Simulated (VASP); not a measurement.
# CaO (Fm-3m) in VASP: further runs

Aim: see how the results for CaO move with the level of theory and the settings. Levels: PBEsol+D4, r2SCAN. Tasks: single point.

All numbers are computed with VASP 6.6.1; they aren't measurements. Logs are shortened: lines on timing, memory, paths and dates and some standing lists are left out, and cuts for length are marked.

### Step 1. The cell of the first run

The structure is cubic, space group Fm-3m (No. 225). Conventional cell: a = 4.901 Å, b = 4.901 Å, c = 4.901 Å, α = 90.00°, β = 90.00°, γ = 90.00°. Ca (site symmetry m-3m) has 6 O at 2.45 Å within 3.2 Å. Within 3.2 Å of O (site symmetry m-3m) lie 6 Ca at 2.45 Å.

### Step 2. Single point, PBEsol+D4

File INCAR:

```
PREC     = Accurate       # precision mode
ENCUT    = 520            # plane-wave cutoff, eV
EDIFF    = 1E-7           # SCF threshold, eV
ISMEAR   = -1             # smearing method
SIGMA    = 0.05           # smearing width, eV
LREAL    = False          # projectors in reciprocal space
LASPH    = True           # aspherical terms in the spheres
NELM     = 100            # most SCF steps
ALGO     = Normal         # electronic algorithm
ISIF     = 2              # what is computed and relaxed
LWAVE    = False          # write WAVECAR
LCHARG   = True           # write CHGCAR
GGA      = PS             # functional
IVDW     = 13             # dispersion correction
LELF     = True           # ELF
LVHAR    = True         
NBANDS   = 15             # bands
```

File KPOINTS:

```
regular mesh
0
Gamma
  10 10 10
```

File POSCAR:

```
CaO
1.0
    0.0000000000      2.4506962070      2.4506962070
    2.4506962070      0.0000000000      2.4506962070
    2.4506962070      2.4506962070      0.0000000000
Ca O
1 1
Direct
    0.0000000000      0.0000000000      0.0000000000
    0.5000000000      0.5000000000      0.5000000000
```

Potentials or basis: VASP PAW PBE potentials, release 64 (Ca_sv, O).

Launch:

```console
$ cat potpaw_PBE.64/Ca_sv/POTCAR potpaw_PBE.64/O/POTCAR > POTCAR
$ mpirun -np 1 vasp_std > vasp.out
```

OUTCAR:

```text
PREC = Accurate
   ENCUT = 520
   EDIFF = 1E-7
   ISMEAR = -1
   LREAL = False
   LASPH = True
   NELM = 100
   ISIF = 2
   GGA = PS
   IVDW = 13

 ion  position               nearest neighbor table
   1  0.000  0.000  0.000-   2 2.45   2 2.45   2 2.45   2 2.45   2 2.45   2 2.45
   2  0.500  0.500  0.500-   1 2.45   1 2.45   1 2.45   1 2.45   1 2.45   1 2.45

  LATTYP: Found a face centered cubic cell.
 ALAT       =     4.9013924140

  Lattice vectors:

 A1 = (   0.0000000000,   2.4506962070,   2.4506962070)
 A2 = (   2.4506962070,   0.0000000000,   2.4506962070)
 A3 = (   2.4506962070,   2.4506962070,   0.0000000000)

Analysis of symmetry for initial positions (statically):
=====================================================================
 Subroutine PRICEL returns:
 Original cell was already a primitive cell.

 Routine SETGRP: Setting up the symmetry group for a
 face centered cubic supercell.

 Subroutine GETGRP returns: Found 48 space group operations
 (whereof 48 operations were pure point group operations)
 out of a pool of 48 trial point group operations.

The static configuration has the point symmetry O_h .

Analysis of symmetry for dynamics (positions and initial velocities):
=====================================================================
 Subroutine PRICEL returns:
 Original cell was already a primitive cell.

 Routine SETGRP: Setting up the symmetry group for a
 face centered cubic supercell.

 Subroutine GETGRP returns: Found 48 space group operations
 (whereof 48 operations were pure point group operations)
 out of a pool of 48 trial point group operations.

The dynamic configuration has the point symmetry O_h .

 Subroutine INISYM returns: Found 48 space group operations
 (whereof 48 operations are pure point group operations),
 and found     1 'primitive' translations

----------------------------------------------------------------------------------------

                                     Primitive cell

  volume of cell :      29.4373

  direct lattice vectors                    reciprocal lattice vectors
     0.000000000  2.450696207  2.450696207    -0.204023656  0.204023656  0.204023656
     2.450696207  0.000000000  2.450696207     0.204023656 -0.204023656  0.204023656
     2.450696207  2.450696207  0.000000000     0.204023656  0.204023656 -0.204023656

  length of vectors
     3.465807813  3.465807813  3.465807813     0.353379338  0.353379338  0.353379338

  position of ions in fractional coordinates (direct lattice)
     0.000000000  0.000000000  0.000000000
     0.500000000  0.500000000  0.500000000

  ion indices of the primitive-cell ions
   primitive index   ion index
                 1           1
                 2           2

----------------------------------------------------------------------------------------

 KPOINTS: regular mesh

Automatic generation of k-mesh.
 Grid dimensions read from file:
 generate k-points for:   10   10   10

 Generating k-lattice:

  Cartesian coordinates                     Fractional coordinates (reciprocal lattice)
    -0.020402366  0.020402366  0.020402366     0.100000000  0.000000000  0.000000000
     0.020402366 -0.020402366  0.020402366     0.000000000  0.100000000  0.000000000
     0.020402366  0.020402366 -0.020402366     0.000000000  0.000000000  0.100000000

  Length of vectors
     0.035337934  0.035337934  0.035337934

  Shift w.r.t. Gamma in fractional coordinates (k-lattice)
     0.000000000  0.000000000  0.000000000

 Subroutine IBZKPT returns following result:
 ===========================================

 Found     47 irreducible k-points:

 Following reciprocal coordinates:
            Coordinates               Weight
  0.000000  0.000000  0.000000      1.000000
  0.100000  0.000000  0.000000      8.000000
  0.200000  0.000000  0.000000      8.000000
  0.300000  0.000000  0.000000      8.000000
  0.400000  0.000000  0.000000      8.000000
  0.500000  0.000000  0.000000      4.000000
[... 16 lines left out ...]
  0.300000  0.300000  0.000000      6.000000
  0.400000  0.300000  0.000000     24.000000
 [... further k-points ...]
   k-points           NKPTS =     47   k-points in BZ     NKDIM =     47   number of bands    NBANDS=     15
   number of dos      NEDOS =    301   number of ions     NIONS =      2
   total plane-waves  NPLWV =  21952
   dimension x,y,z NGX =    28 NGY =   28 NGZ =   28
   dimension x,y,z NGXF=    56 NGYF=   56 NGZF=   56
   ions per type =               1   1
   NGX,Y,Z   is equivalent  to a cutoff of  13.43, 13.43, 13.43 a.u.
   NGXF,Y,Z  is equivalent  to a cutoff of  26.86, 26.86, 26.86 a.u.
 SYSTEM =  unknown system
   PREC   = accura    normal or accurate (medium, high low for compatibility)
   ISTART =      0    job   : 0-new  1-cont  2-samecut
   ICHARG =      2    charge: 1-file 2-atom 10-const
   ISPIN  =      1    spin polarized calculation?
   LNONCOLLINEAR =      F non collinear calculations
   LSORBIT =      F    spin-orbit coupling
   LASPH  =      T    aspherical Exc in radial PAW
   ENCUT  =  520.0 eV  38.22 Ry    6.18 a.u.   6.44  6.44  6.44*2*pi/ulx,y,z
   NELM   =    100;   NELMIN=  2; NELMDL= -5     # of ELM steps
   EDIFF  = 0.1E-06   stopping-criterion for ELM
   LREAL  =      F    real-space projection
   EDIFFG = 0.1E-05   stopping-criterion for IOM
   NSW    =      0    number of steps for IOM
   IBRION =     -1    ionic relax: 0-MD 1-quasi-New 2-CG
   NFREE  =      0    steps in history (QN), initial steepest desc. (CG)
   ISIF   =      2    stress and relaxation
   ISYM   =      2    0-nonsym 1-usesym 2-fastsym
   POTIM  = 0.5000    time-step for ionic-motion
   TEBEG  =    0.0;   TEEND  =   0.0 temperature during run
   PSTRESS=    0.0 pullay stress
   NELECT =      16.0000    total number of electrons
   NUPDOWN=      -1.0000    fix difference up-down
   EMIN   =  10.00;   EMAX   =-10.00  energy-range for DOS
   EFERMI =   0.00;   METHOD = LEGACY
   ISMEAR =    -1;   SIGMA  =   0.05  broadening in eV -4-tet -1-fermi 0-gaus
   EFERMI_NEDOS =   21; number of points for ismear=-14 and -15
   IALGO  =     38    algorithm
   IMIX   =      4    mixing-type and parameters
     AMIX     =   0.40;   BMIX     =  1.00
     AMIX_MAG =   1.60;   BMIX_MAG =  1.00
  volume/ion in A,a.u.               =      14.72        99.33
  Fermi-wavevector in a.u.,A,eV,Ry     =   1.336027  2.524726 24.285979  1.784969
  Thomas-Fermi vector in A             =   2.464686
   LORBIT       =      0    0 simple, 1 ext, 2 COOP (PROOUT), +10 PAW based schemes
   GGA     = PS    functional components
   LHFCALC =     F    Hartree Fock is set to
   AEXX    =    0.0000 exact exchange contribution
   IVDW    =    13    specifies the selected vdW correction
   LEPSILON=     F    determine dielectric tensor
   LRPA    =     F    only Hartree local field effects (RPA)
 non-spin polarized calculation
  energy-cutoff  :      520.00
  volume of cell :       29.44
 maximum number of plane-waves:       821
 NGX is ok and might be reduce to    28
   NGX = 13   NGY = 13   NGZ = 13

 number of electron      16.0000005 magnetization

 Free energy of the ion-electron system (eV)
  ---------------------------------------------------
  ext. energy  EPLUGINS =         0.00000000
  ---------------------------------------------------
  free energy    TOTEN  =       -13.35797267 eV

  energy without entropy =      -13.35797267  energy(sigma->0) =      -13.35797267

 E-fermi :   2.8260     XC(G=0): -10.4473

 val. band max:        1.8729436797   @ k =   0.0000   0.0000   0.0000
 cond. band min:       5.4256313695   @ k =   0.5000   0.5000   0.0000
 fundamental gap:      3.5526876898
 Fermi energy:         2.8260218805

 k-point     1 :       0.0000    0.0000    0.0000
  band No.  band energies     occupation
      1     -35.7564      2.00000
      2     -16.6356      2.00000
      3     -16.6356      2.00000
      4     -16.6356      2.00000
      5     -13.4590      2.00000
      6       1.8729      2.00000
      7       1.8729      2.00000
      8       1.8729      2.00000
      9       5.9839      0.00000
     10       7.9248      0.00000
     11       7.9248      0.00000
     12       7.9248      0.00000
     13       9.3589      0.00000
     14       9.3589      0.00000
     15      16.3453      0.00000

 k-point     2 :       0.1000    0.0000    0.0000
  band No.  band energies     occupation
      1     -35.7487      2.00000
      2     -16.7447      2.00000
      3     -16.6402      2.00000
      4     -16.6402      2.00000
      5     -13.3413      2.00000
      6       1.5112      2.00000
      7       1.7458      2.00000
      8       1.7458      2.00000
      9       6.4429      0.00000
     10       7.8838      0.00000
     11       8.0868      0.00000
     12       8.0868      0.00000
     13       9.5796      0.00000
     14       9.5796      0.00000
     15      16.7229      0.00000

 k-point     3 :       0.2000    0.0000    0.0000
  band No.  band energies     occupation
      1     -35.7283      2.00000
      2     -17.0008      2.00000
      3     -16.6523      2.00000
      4     -16.6523      2.00000
      5     -13.0625      2.00000
      6       0.7579      2.00000
      7       1.4396      2.00000
      8       1.4396      2.00000
      9       7.4528      0.00000
     10       7.9048      0.00000
     11       8.5340      0.00000
     12       8.5340      0.00000
     13      10.1538      0.00000
     14      10.1538      0.00000
     15      17.2423      0.00000

 k-point     4 :       0.3000    0.0000    0.0000
  band No.  band energies     occupation
      1     -35.7030      2.00000
      2     -17.2762      2.00000
      3     -16.6670      2.00000
      4     -16.6670      2.00000
      5     -12.7571      2.00000
      6       0.0177      2.00000
      7       1.1024      2.00000
      8       1.1024      2.00000
      9       8.0329      0.00000
     10       8.6545      0.00000
     11       9.1469      0.00000
     12       9.1469      0.00000
     13      10.8884      0.00000
     14      10.8884      0.00000
     15      16.6729      0.00000
[... 307 lines left out ...]
 k-point    22 :      -0.2000    0.2000    0.0000
  band No.  band energies     occupation
      1     -35.6945      2.00000
      2     -17.2272      2.00000
      3     -16.7847      2.00000
      4     -16.6590      2.00000
      5     -12.7740      2.00000
      6       0.0334      2.00000
      7       0.9658      2.00000
      8       1.2650      2.00000
      9       7.8112      0.00000
     10       8.5160      0.00000
     11       8.9794      0.00000
     12       9.7055      0.00000
     13      11.0577      0.00000
     14      11.3482      0.00000
     15      17.1309      0.00000

 k-point    23 :       0.3000    0.3000    0.0000
  band No.  band energies     occupation
      1     -35.6864      2.00000
      2     -17.1104      2.00000
      3     -16.7621      2.00000
      4     -16.7621      2.00000
      5     -13.0101      2.00000
      6       0.1768      2.00000
      7       1.5304      2.00000
      8       1.5304      2.00000
      9       6.1039      0.00000
     10       8.4071      0.00000
     11      10.0513      0.00000
     12      10.1443      0.00000
     13      10.1443      0.00000
     14      11.7486      0.00000
     15      18.1003      0.00000

 k-point    24 :       0.4000    0.3000    0.0000
  band No.  band energies     occupation
      1     -35.6705      2.00000
      2     -17.1653      2.00000
      3     -16.8040      2.00000
      4     -16.7817      2.00000
      5     -13.0028      2.00000
      6       0.2168      2.00000
      7       1.3252      2.00000
      8       1.4244      2.00000
      9       6.0646      0.00000
     10       9.0095      0.00000
     11      10.3457      0.00000
     12      10.4096      0.00000
     13      10.5605      0.00000
     14      12.1030      0.00000
     15      16.5366      0.00000

 [... further k-points ...]

------------------------ aborting loop because EDIFF is reached ----------------------------------------

  DFT-D4 for vdW energy calculation

  Edisp (eV):   -0.17730

  FORCE on cell =-STRESS in cart. coord.  units (eV):
  Direction    XX          YY          ZZ          XY          YZ          ZX
  --------------------------------------------------------------------------------------
  -------------------------------------------------------------------------------------
  Total      -1.58337    -1.58337    -1.58337     0.00000    -0.00000     0.00000
  in kB     -86.17738   -86.17738   -86.17738     0.00000    -0.00000     0.00000
  external pressure =      -86.18 kB  Pullay stress =        0.00 kB

 VOLUME and BASIS-vectors are now :
 -----------------------------------------------------------------------------
  energy-cutoff  :      520.00
  volume of cell :       29.44
      direct lattice vectors                 reciprocal lattice vectors
     0.000000000  2.450696207  2.450696207    -0.204023656  0.204023656  0.204023656
     2.450696207  0.000000000  2.450696207     0.204023656 -0.204023656  0.204023656
     2.450696207  2.450696207  0.000000000     0.204023656  0.204023656 -0.204023656

 POSITION                                       TOTAL-FORCE (eV/Angst)
 -----------------------------------------------------------------------------------
      0.00000      0.00000      0.00000         0.000000      0.000000     -0.000000
      2.45070      2.45070      2.45070         0.000000      0.000000      0.000000
 -----------------------------------------------------------------------------------
    total drift:                                0.000000      0.000000      0.000000

  FREE ENERGIE OF THE ION-ELECTRON SYSTEM (eV)
  ---------------------------------------------------
  free  energy   TOTEN  =       -13.5352740959 eV

  energy  without entropy=      -13.5352740958  energy(sigma->0) =      -13.53527410
```

Wall time 42 s (1 thread of Intel Xeon 8259CL, shared host); peak memory 0.17 GiB.

Results:

```
Free energy                : -13.5353 eV
Pressure                   : -8.6 GPa
Band gap on the k mesh     : 3.55 eV (least direct gap 3.94 eV)
Dispersion energy per atom : -0.089 eV
```

Levels at points of the mesh, in eV from the valence-band top:
| k point | band 6 | band 7 | band 8 | band 9 | band 10 | band 11 |
| --- | --- | --- | --- | --- | --- | --- |
| (0.00, 0.00, 0.00) | 0.00 | 0.00 | 0.00 | 4.11 | 6.05 | 6.05 |
| (0.50, 0.00, 0.00) | -2.56 | -1.11 | -1.11 | 6.75 | 7.90 | 8.06 |
| (0.50, 0.50, 0.00) | -1.34 | -0.39 | -0.39 | 3.55 | 7.62 | 8.59 |

Caveat: the cell stands under tension; the PAW data sets were made with another functional, which shifts forces and pressure a little. A k mesh can miss the band edges.

[end of part 1 of 2]
